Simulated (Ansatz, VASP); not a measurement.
# Two plane-wave programs on Si

File INCAR:

```
PREC = Accurate
ENCUT = 520
EDIFF = 1E-6
ISMEAR = 0
SIGMA = 0.1
LREAL = False
LASPH = True
NELM = 100
ALGO = Normal
ISIF = 2
LWAVE = False
LCHARG = True
LDIPOL = True
IDIPOL = 3
DIPOL = 0.5 0.5 0.500
LELF = True
LVHAR = True
LVACPOTAV = True
NBANDS = 11
```

KPOINTS

```
Automatic mesh
0
Gamma
  15 15 1
```

Contents of POSCAR:

```
Si
1.0
    3.7690000000      0.0000000000      0.0000000000
   -1.8845000000      3.2640497469      0.0000000000
    0.0000000000      0.0000000000     28.0000000000
Si
2
Direct
    0.3333333333      0.6666666667      0.5000000000
    0.6666666667      0.3333333333      0.5000000000
```

Input for Ansatz:

```yaml
crystal:
  lattice:
    - [3.769, 0.0, 0.0]
    - [-1.8845, 3.2640497469, 0.0]
    - [0.0, 0.0, 28.0]
  atoms:
    - { symbol: Si, position: [0.3333333333, 0.6666666667, 0.5] }
    - { symbol: Si, position: [0.6666666667, 0.3333333333, 0.5] }
  periodic: [true, true, false]
basis:
  ecutwfc: 420
kpoints:
  mp_grid: { grid: [15, 15, 1] }
hamiltonian:
  xc: lda
  pseudopotentials: { kind: paw, azcp: { folder: soft_1 } }
scf:
  occupations: { method: gaussian, width: 0.1 }
output:
  forces: true
  stress: true
  eigenvalues: true
```

Alike in both runs: task single point; functional LDA; k mesh 15 × 15 × 1; occupations gaussian, width 0.1 eV; no spin polarisation.

|  | VASP | Ansatz |
| --- | --- | --- |
| version | VASP 6.6.1 | Ansatz 0.2.0 |
| potentials or method | VASP PAW LDA potentials, release 64 (Si), cutoff 520 eV | scalar-relativistic, plane waves, PAW |
| valence electrons in the cell | 8 | 8 |

|  | VASP | Ansatz | Ansatz less VASP |
| --- | --- | --- | --- |
| gap on the k mesh at the Fermi level (eV) | none | none | - |
| work function, face that differs most (eV) | 4.73 | 4.72 | -0.011 |

Ansatz warns that its potentials were made for another functional, while VASP's fit it. LDA's correlation is that of Perdew and Zunger in VASP and of Perdew and Wang (1992) in Ansatz. A gap of «none» marks a metal or a gap that the smearing closes.
